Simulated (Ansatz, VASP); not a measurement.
Ti2Hg in VASP and in Ansatz

```
Ti Hg
1.0
     0.00000    2.95148    2.95148
     2.95148    0.00000    2.95148
     2.95148    2.95148    0.00000
Ti Hg
2 1
Direct
  0.75000 0.75000 0.75000
  0.50000 0.50000 0.50000
  0.00000 0.00000 0.00000
```

Change from the starting cell: species swapped into the Cu2Se type (F-43m, No. 216).

Alike in both runs: task relaxation of cell and atoms; functional PBE; k mesh 6 × 6 × 6; occupations gaussian, width 0.1 eV; no spin polarisation.

|  | VASP | Ansatz |
| --- | --- | --- |
| version | VASP 6.6.1 | Ansatz 0.2.0 |
| potentials or method | VASP PAW PBE potentials, release 64 (Ti_sv, Hg), cutoff 600 eV | scalar-relativistic, plane waves, PAW |
| valence electrons in the cell | 36 | 44 |

Ansatz gave:

| Property | Result |
| --- | --- |
| gap on the k mesh at the Fermi level, each at its own relaxed structure (eV) | none |
| relaxed volume (Å³/atom) | 21.45 |
| relaxed length of the cell vector where the two differ most in proportion (Å) | 4.498 |

Question: Estimate VASP's values.

Answer: gap on the k mesh at the Fermi level, each at its own relaxed structure (eV): none; relaxed volume (Å³/atom): 21.48; relaxed length of the cell vector where the two differ most in proportion (Å): 4.500.

A gap of «none» marks a metal or a gap that the smearing closes. VASP's potentials hold 36 valence electrons a cell and Ansatz's 44, so a difference there can come from the potentials and not from the codes.

Spin-orbit coupling is off throughout. Noted on VASP's run: the volume moved by over 15 % at a fixed basis, so the end points are rough.
